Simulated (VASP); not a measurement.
Wanted: the native input for a VASP 6.6.1 run.

| Quantity | Value |
| --- | --- |
| Task | single point |
| Functional | PBEsol |
| Dispersion | D3(BJ) |
| Potentials or basis | VASP PAW PBE potentials, release 64 (Ni, Mo_sv, Pd, Ir, W_sv) |
| Cutoff | 520 eV |
| k mesh | 8 × 8 × 1 |
| Occupations | fermi-dirac, width 0.05 eV |
| Spin | collinear spin, ferromagnetic start |
| Starting moments | [1.0, 1.0, 1.0, 1.0, 0.0, 0.0, 0.6, 0.6, 0.0, 0.0] μB |
| Dipole correction | no |
| Further INCAR settings | ALGO = Normal; EDIFF = 1e-06; NBANDS = 72 |

The structure of NiMoIrPdW lies in POSCAR:

```
NiMoIrPdW
1.0
    2.7134802767      0.0000000000      0.0000000000
   -1.3567401383      2.3499428523      0.0000000000
    0.0000000000      0.0000000000     21.4377727238
Ni Mo Pd Ir W
2 2 2 2 2
Direct
    0.3333333333      0.6666666667      0.0435803801
    0.6666666667      0.3333333333      0.9560973377
    0.6666666667      0.3333333333      0.3428077146
    0.6666666667      0.3333333333      0.7627043111
    0.3333333333      0.6666666667      0.4475192727
    0.3333333333      0.6666666667      0.6572942871
    0.3333333333      0.6666666667      0.2400694313
    0.3333333333      0.6666666667      0.8614232564
    0.6666666667      0.3333333333      0.1360955524
    0.6666666667      0.3333333333      0.5524084565
```

The input as run:

INCAR

```
PREC = Accurate ; ENCUT = 520
EDIFF = 1E-6 ; ISMEAR = -1
SIGMA = 0.05 ; LREAL = False
LASPH = True ; NELM = 150
ALGO = Normal ; ISIF = 2
LWAVE = False ; LCHARG = True
ISPIN = 2 ; MAGMOM = 1 1 1 1 0 0 0.6 0.6 0 0
LORBIT = 11 ; LMAXMIX = 4
GGA = PS ; IVDW = 12
LELF = True ; LVHAR = True
NBANDS = 72
```

KPOINTS

```
regular mesh
0
Gamma
  8 8 1
```

Potentials or basis: VASP PAW PBE potentials, release 64 (Ni, Mo_sv, Pd, Ir, W_sv).

The run is started by

```console
$ cat potpaw_PBE.64/Ni/POTCAR potpaw_PBE.64/Mo_sv/POTCAR potpaw_PBE.64/Pd/POTCAR potpaw_PBE.64/Ir/POTCAR potpaw_PBE.64/W_sv/POTCAR > POTCAR
$ mpirun -np 1 vasp_std > vasp.out
```

It gave:

The pressure is 0.6 GPa, the largest force is 0.053 eV/Å and the band gap on the k mesh is zero (filled and empty bands overlap). The net moment is 0.00 μB per cell and the valence electrons inside the program's atomic spheres are Ni 9.37, 9.27; Mo 12.60, 12.64; Pd 9.76, 9.75; Ir 8.58, 8.51; W 12.24, 12.15. The dispersion energy per atom is -0.669 eV.

Caveat: the moments typed at the start vanished in this run; the PAW data sets were made with another functional, which shifts forces and pressure a little; spin-orbit coupling is left out, which moves the levels of the heavy elements.

Wall time 8 min on 1 thread of Oxide Virtual Turin-like Processor (shared host), peak memory 0.38 GiB.
